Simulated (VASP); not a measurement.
# AlNi3 (Pm-3m) in VASP: notebook

The runs below take AlNi3 through single point, with PBE.

All numbers are computed with VASP 6.6.1; they aren't measurements. Logs are shortened: lines on timing, memory, paths and dates and some standing lists are left out, and cuts for length are marked.

**1. The cell of the first run**

It takes space group Pm-3m (No. 221, cubic). Conventional cell: a = 3.523 Å, b = 3.523 Å, c = 3.523 Å, α = 90.00°, β = 90.00°, γ = 90.00°. Ni (site symmetry 4/mmm) has 8 Ni at 2.49 Å and 4 Al at 2.49 Å within 3.3 Å. Within 3.3 Å of Al (site symmetry m-3m) lie 12 Ni at 2.49 Å.

**2. Single point, PBE, collinear spin, ferromagnetic start**

Input file INCAR:

```
  ALGO = Normal
  EDIFF = 1E-7
  ENCUT = 520
  GGA = PE
  ISIF = 2
  ISMEAR = 0
  ISPIN = 2
  LASPH = T
  LCHARG = T
  LELF = T
  LMAXMIX = 4
  LORBIT = 11
  LREAL = F
  LVHAR = T
  LWAVE = F
  MAGMOM = 1 1 1 0
  NBANDS = 28
  NELM = 150
  PREC = Accurate
  SIGMA = 0.023
```

Input file KPOINTS:

```
k-points
0
Gamma
  8 8 8
```

Input file POSCAR:

```
AlNi3
1.0
    3.5230547267      0.0000000000      0.0000000000
    0.0000000000      3.5230547267      0.0000000000
    0.0000000000      0.0000000000      3.5230547267
Ni Al
3 1
Direct
    0.5000000000      0.5000000000      0.0000000000
    0.5000000000      0.0000000000      0.5000000000
    0.0000000000      0.5000000000      0.5000000000
    0.0000000000      0.0000000000      0.0000000000
```

Potentials or basis: VASP PAW PBE potentials, release 64 (Ni, Al).

Run with:

```bash
$ cat potpaw_PBE.64/Ni/POTCAR potpaw_PBE.64/Al/POTCAR > POTCAR
$ mpirun -np 1 vasp_std > vasp.out
```

OUTCAR:

```text
EDIFF = 1E-7
   ENCUT = 520
   GGA = PE
   ISIF = 2
   ISMEAR = 0
   ISPIN = 2
   LASPH = T
   LORBIT = 11
   LREAL = F
   NELM = 150
   PREC = Accurate

 ion  position               nearest neighbor table
   1  0.500  0.500  0.000-   2 2.49   3 2.49   4 2.49   2 2.49   3 2.49   2 2.49   4 2.49   2 2.49
                             3 2.49   4 2.49   3 2.49   4 2.49
   2  0.500  0.000  0.500-   1 2.49   3 2.49   4 2.49   1 2.49   4 2.49   1 2.49   3 2.49   1 2.49
                             3 2.49   4 2.49   4 2.49   3 2.49
   3  0.000  0.500  0.500-   1 2.49   2 2.49   4 2.49   1 2.49   4 2.49   2 2.49   4 2.49   4 2.49
                             1 2.49   2 2.49   1 2.49   2 2.49
   4  0.000  0.000  0.000-   1 2.49   2 2.49   3 2.49   2 2.49   3 2.49   1 2.49   3 2.49   3 2.49
                             1 2.49   2 2.49   2 2.49   1 2.49

  LATTYP: Found a simple cubic cell.
 ALAT       =     3.5230547267

  Lattice vectors:

 A1 = (   3.5230547267,   0.0000000000,   0.0000000000)
 A2 = (   0.0000000000,   3.5230547267,   0.0000000000)
 A3 = (   0.0000000000,   0.0000000000,   3.5230547267)

Analysis of symmetry for initial positions (statically):
=====================================================================
 Subroutine PRICEL returns:
 Original cell was already a primitive cell.

 Routine SETGRP: Setting up the symmetry group for a
 simple cubic supercell.

 Subroutine GETGRP returns: Found 48 space group operations
 (whereof 48 operations were pure point group operations)
 out of a pool of 48 trial point group operations.

The static configuration has the point symmetry O_h .

Analysis of symmetry for dynamics (positions and initial velocities):
=====================================================================
 Subroutine PRICEL returns:
 Original cell was already a primitive cell.

 Routine SETGRP: Setting up the symmetry group for a
 simple cubic supercell.

 Subroutine GETGRP returns: Found 48 space group operations
 (whereof 48 operations were pure point group operations)
 out of a pool of 48 trial point group operations.

The dynamic configuration has the point symmetry O_h .

Analysis of structural, dynamic, and magnetic symmetry:
=====================================================================
 Subroutine PRICEL returns:
 Original cell was already a primitive cell.

 Routine SETGRP: Setting up the symmetry group for a
 simple cubic supercell.

 Subroutine GETGRP returns: Found 48 space group operations
 (whereof 48 operations were pure point group operations)
 out of a pool of 48 trial point group operations.

The overall configuration has the point symmetry O_h .

 Subroutine INISYM returns: Found 48 space group operations
 (whereof 48 operations are pure point group operations),
 and found     1 'primitive' translations

----------------------------------------------------------------------------------------

                                     Primitive cell

  volume of cell :      43.7279

  direct lattice vectors                    reciprocal lattice vectors
     3.523054727  0.000000000  0.000000000     0.283844583  0.000000000  0.000000000
     0.000000000  3.523054727  0.000000000     0.000000000  0.283844583  0.000000000
     0.000000000  0.000000000  3.523054727     0.000000000  0.000000000  0.283844583

  length of vectors
     3.523054727  3.523054727  3.523054727     0.283844583  0.283844583  0.283844583

  position of ions in fractional coordinates (direct lattice)
     0.500000000  0.500000000  0.000000000
     0.500000000  0.000000000  0.500000000
     0.000000000  0.500000000  0.500000000
     0.000000000  0.000000000  0.000000000

  ion indices of the primitive-cell ions
   primitive index   ion index
                 1           1
                 2           2
                 3           3
                 4           4

----------------------------------------------------------------------------------------

 KPOINTS: k-points

Automatic generation of k-mesh.
 Grid dimensions read from file:
 generate k-points for:    8    8    8

 Generating k-lattice:

  Cartesian coordinates                     Fractional coordinates (reciprocal lattice)
     0.035480573  0.000000000  0.000000000     0.125000000  0.000000000  0.000000000
     0.000000000  0.035480573  0.000000000     0.000000000  0.125000000  0.000000000
     0.000000000  0.000000000  0.035480573     0.000000000  0.000000000  0.125000000

  Length of vectors
     0.035480573  0.035480573  0.035480573

  Shift w.r.t. Gamma in fractional coordinates (k-lattice)
     0.000000000  0.000000000  0.000000000

 Subroutine IBZKPT returns following result:
 ===========================================

 Found     35 irreducible k-points:

 Following reciprocal coordinates:
            Coordinates               Weight
  0.000000  0.000000  0.000000      1.000000
  0.125000  0.000000  0.000000      6.000000
  0.250000  0.000000  0.000000      6.000000
  0.375000  0.000000  0.000000      6.000000
  0.500000  0.000000  0.000000      3.000000
  0.125000  0.125000  0.000000     12.000000
[... 16 lines left out ...]
  0.375000  0.375000  0.125000     24.000000
  0.500000  0.375000  0.125000     24.000000
 [... further k-points ...]
   k-points           NKPTS =     35   k-points in BZ     NKDIM =     35   number of bands    NBANDS=     28
   number of dos      NEDOS =    301   number of ions     NIONS =      4
   total plane-waves  NPLWV =  21952
   dimension x,y,z NGX =    28 NGY =   28 NGZ =   28
   dimension x,y,z NGXF=    56 NGYF=   56 NGZF=   56
   ions per type =               3   1
   NGX,Y,Z   is equivalent  to a cutoff of  13.21, 13.21, 13.21 a.u.
   NGXF,Y,Z  is equivalent  to a cutoff of  26.43, 26.43, 26.43 a.u.
 SYSTEM =  unknown system
   PREC   = accura    normal or accurate (medium, high low for compatibility)
   ISTART =      0    job   : 0-new  1-cont  2-samecut
   ICHARG =      2    charge: 1-file 2-atom 10-const
   ISPIN  =      2    spin polarized calculation?
   LNONCOLLINEAR =      F non collinear calculations
   LSORBIT =      F    spin-orbit coupling
   LASPH  =      T    aspherical Exc in radial PAW
   ENCUT  =  520.0 eV  38.22 Ry    6.18 a.u.   6.55  6.55  6.55*2*pi/ulx,y,z
   NELM   =    150;   NELMIN=  2; NELMDL= -5     # of ELM steps
   EDIFF  = 0.1E-06   stopping-criterion for ELM
   LREAL  =      F    real-space projection
   EDIFFG = 0.1E-05   stopping-criterion for IOM
   NSW    =      0    number of steps for IOM
   IBRION =     -1    ionic relax: 0-MD 1-quasi-New 2-CG
   NFREE  =      0    steps in history (QN), initial steepest desc. (CG)
   ISIF   =      2    stress and relaxation
   ISYM   =      2    0-nonsym 1-usesym 2-fastsym
   POTIM  = 0.5000    time-step for ionic-motion
   TEBEG  =    0.0;   TEEND  =   0.0 temperature during run
   PSTRESS=    0.0 pullay stress
   NELECT =      33.0000    total number of electrons
   NUPDOWN=      -1.0000    fix difference up-down
   EMIN   =  10.00;   EMAX   =-10.00  energy-range for DOS
   EFERMI =   0.00;   METHOD = LEGACY
   ISMEAR =     0;   SIGMA  =   0.02  broadening in eV -4-tet -1-fermi 0-gaus
   EFERMI_NEDOS =   21; number of points for ismear=-14 and -15
   IALGO  =     38    algorithm
   IMIX   =      4    mixing-type and parameters
     AMIX     =   0.40;   BMIX     =  1.00
     AMIX_MAG =   1.60;   BMIX_MAG =  1.00
  volume/ion in A,a.u.               =      10.93        73.77
  Fermi-wavevector in a.u.,A,eV,Ry     =   1.490482  2.816603 30.225843  2.221537
  Thomas-Fermi vector in A             =   2.603258
   LORBIT       =     11    0 simple, 1 ext, 2 COOP (PROOUT), +10 PAW based schemes
   GGA     = PE    functional components
   LHFCALC =     F    Hartree Fock is set to
   AEXX    =    0.0000 exact exchange contribution
   IVDW    =     0    specifies the selected vdW correction
   LEPSILON=     F    determine dielectric tensor
   LRPA    =     F    only Hartree local field effects (RPA)
 spin polarized calculation
 Gauss-broadening in eV      SIGMA  =   0.02
  energy-cutoff  :      520.00
  volume of cell :       43.73
 maximum number of plane-waves:      1208
 NGX is ok and might be reduce to    28
   NGX = 13   NGY = 13   NGZ = 13

 number of electron      32.9999980 magnetization       0.7569320

 Free energy of the ion-electron system (eV)
  ---------------------------------------------------
  ext. energy  EPLUGINS =         0.00000000
  ---------------------------------------------------
  free energy    TOTEN  =       -21.85706437 eV

  energy without entropy =      -21.85610760  energy(sigma->0) =      -21.85658599

 E-fermi :   9.9277     XC(G=0): -12.8543

 val. band max:        9.9218737961   @ k =   0.2500   0.2500   0.0000
 cond. band min:       9.9475586657   @ k =   0.3750   0.3750   0.3750
 fundamental gap:      0.0256848697
 Fermi energy:         9.9276699913

 spin component 1

 k-point     1 :       0.0000    0.0000    0.0000
  band No.  band energies     occupation
      1      -0.2330      1.00000
      2       5.4470      1.00000
      3       6.1302      1.00000
      4       6.1302      1.00000
      5       6.4872      1.00000
      6       6.4872      1.00000
[... 20 lines left out ...]
     27      24.1634      0.00000
[... 691 lines left out ...]
      6       7.1605      1.00000
[... 20 lines left out ...]
     27      25.0019      0.00000
     28      25.2617      0.00000

 [... further k-points ...]

 spin component 2

 k-point     1 :       0.0000    0.0000    0.0000
  band No.  band energies     occupation
      1      -0.2651      1.00000
      2       5.5279      1.00000
      3       6.2933      1.00000
      4       6.2933      1.00000
      5       6.7919      1.00000
      6       6.7919      1.00000
[... 20 lines left out ...]
     27      24.1618      0.00000
[... 691 lines left out ...]
      6       7.4060      1.00000
[... 20 lines left out ...]
     27      24.9754      0.00000
     28      25.2878      0.00000

 [... further k-points ...]
[... 5 lines left out ...]
  --------------------------------------------------------------------------------------
  -------------------------------------------------------------------------------------
  Total        2.0056523      2.0056523      2.0056523      0.0000000     -0.0000000     -0.0000000
  in kB       73.4865829     73.4865829     73.4865829      0.0000000     -0.0000000     -0.0000000
  external PRESSURE =      73.4865829 kB  Pullay stress =       0.0000000 kB

 VOLUME and BASIS-vectors are now :
 -----------------------------------------------------------------------------
  energy-cutoff  :      520.00
  volume of cell :       43.73
      direct lattice vectors                 reciprocal lattice vectors
     3.523054727  0.000000000  0.000000000     0.283844583  0.000000000  0.000000000
     0.000000000  3.523054727  0.000000000     0.000000000  0.283844583  0.000000000
     0.000000000  0.000000000  3.523054727     0.000000000  0.000000000  0.283844583

 POSITION                                       TOTAL-FORCE (eV/Angst)
 -----------------------------------------------------------------------------------
      1.76153      1.76153      0.00000         0.000000      0.000000      0.000000
      1.76153      0.00000      1.76153         0.000000      0.000000      0.000000
      0.00000      1.76153      1.76153         0.000000      0.000000      0.000000
      0.00000      0.00000      0.00000         0.000000      0.000000      0.000000
 -----------------------------------------------------------------------------------
    total drift:                                0.000000      0.000000      0.000000

  FREE ENERGIE OF THE ION-ELECTRON SYSTEM (eV)
  ---------------------------------------------------
  free  energy   TOTEN  =       -21.8570643676 eV

  energy  without entropy=      -21.8561076038  energy(sigma->0) =      -21.85658599

 total charge

# of ion       s       p       d       tot
------------------------------------------
    1        0.507   0.546   8.394   9.448
    2        0.507   0.546   8.394   9.448
    3        0.507   0.546   8.394   9.448
    4        0.413   0.405   0.000   0.818
--------------------------------------------------
tot          1.935   2.044  25.182  29.161

 magnetization (x)

# of ion       s       p       d       tot
------------------------------------------
    1       -0.003  -0.011   0.284   0.269
    2       -0.003  -0.011   0.284   0.269
    3       -0.003  -0.011   0.284   0.269
    4       -0.001  -0.008   0.000  -0.009
--------------------------------------------------
tot         -0.011  -0.041   0.851   0.799
```

It took 2.4 min on 1 thread of Intel Xeon 8259CL, shared host; peak memory 0.21 GiB.

Results:

```
Free energy                                           : -21.8571 eV
Pressure                                              : 7.3 GPa
Net moment                                            : 0.76 μB per cell
Site moments                                          : Ni +0.27; Al -0.01 μB
Valence electrons inside the program's atomic spheres : Ni 9.45; Al 0.82
```

**3. Single point, PBE, collinear spin, ferromagnetic start**

Input file INCAR:

```
ALGO = Normal
EDIFF = 1E-7
ENCUT = 520
GGA = PE
ISIF = 2
ISMEAR = 0
ISPIN = 2
LASPH = True
LCHARG = False
LMAXMIX = 4
LORBIT = 11
LREAL = False
LWAVE = False
MAGMOM = 1 1 1 0
NBANDS = 28
NELM = 150
PREC = Accurate
SIGMA = 0.025
```

KPOINTS is that of step 2.

POSCAR is that of step 2.

Potentials or basis: VASP PAW PBE potentials, release 64 (Ni, Al).

Run with:

```bash
$ cat potpaw_PBE.64/Ni/POTCAR potpaw_PBE.64/Al/POTCAR > POTCAR
$ mpirun -np 1 vasp_std > vasp.out
```

It took 2.6 min on 1 thread of Intel Xeon 8259CL, shared host; peak memory 0.21 GiB.

It converged, with:

| Item | Value |
| --- | --- |
| Free energy | -21.8572 eV |
| Pressure | 7.3 GPa |
| Net moment | 0.76 μB per cell |
| Site moments | Ni +0.27; Al -0.01 μB |
| Valence electrons inside the program's atomic spheres | Ni 9.45; Al 0.82 |

Levels at points of the mesh, in eV from the Fermi level:
Spin up:
```tsv
k point	band 14	band 15	band 16	band 17	band 18	band 19	band 20	band 21
(0.00, 0.00, 0.00)	-0.09	-0.09	-0.09	0.88	0.88	0.88	6.72	6.72
(0.50, 0.00, 0.00)	-1.21	-1.09	-0.53	-0.09	5.65	5.65	5.69	5.69
(0.50, 0.50, 0.00)	-1.23	-1.03	-1.00	-0.60	0.87	0.87	8.32	8.32
(0.50, 0.50, 0.50)	-1.11	-1.11	-0.27	-0.27	-0.27	-0.21	3.57	4.16
```
Spin down:
| k point | band 13 | band 14 | band 15 | band 16 | band 17 | band 18 | band 19 | band 20 |
| --- | --- | --- | --- | --- | --- | --- | --- | --- |
| (0.00, 0.00, 0.00) | 0.02 | 0.37 | 0.37 | 0.37 | 0.85 | 0.85 | 0.85 | 6.82 |
| (0.50, 0.00, 0.00) | -0.95 | -0.95 | -0.84 | -0.33 | 0.37 | 5.71 | 5.71 | 5.74 |
| (0.50, 0.50, 0.00) | -1.17 | -1.12 | -0.80 | -0.59 | -0.46 | 1.18 | 1.18 | 8.36 |
| (0.50, 0.50, 0.50) | -1.19 | -0.92 | -0.92 | -0.23 | 0.13 | 0.13 | 0.13 | 3.67 |
